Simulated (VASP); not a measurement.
Cu:

```
Cu
1.0
     0.00000    1.82500    1.82500
     1.82500    0.00000    1.82500
     1.82500    1.82500    0.00000
Cu
1
Direct
  0.00000 0.00000 0.00000
```

```yaml
Program: VASP 6.6.1
Task: relaxation of cell and atoms
Functional: PBEsol
Potentials_or_basis: VASP PAW PBE potentials, release 64 (Cu)
Cutoff: 600 eV
k_mesh: 10 × 10 × 10
Occupations: gaussian, width 0.1 eV
Spin: no spin polarisation
```

At the start: pressure -9.1 GPa; volume 12.16 Å³/atom.

Q: How do energy, volume and symmetry change on relaxing?

A: Over 3 steps the energy falls by 24.2 meV/atom and the volume is 11.37 Å³/atom (-6.5 %); space group Fm-3m (No. 225, to 0.05 Å).

Step by step:
```
step  energy change (eV)  largest force (eV/Å)  pressure (GPa)  volume (Å³)
   1              0.0000                0.0000           -9.15        12.16
   2             -0.0169                0.0000            6.45        10.98
   3             -0.0242                0.0000           -0.03        11.37
```

Final structure:
```yaml
crystal:
  lattice:
    - [0.00000, 1.78458, 1.78458]
    - [1.78458, 0.00000, 1.78458]
    - [1.78458, 1.78458, 0.00000]
  atoms:
    - { symbol: Cu, position: [0.00000, 0.00000, 0.00000] }
```

Caveat: the PAW data sets were made with another functional, which shifts forces and pressure a little.
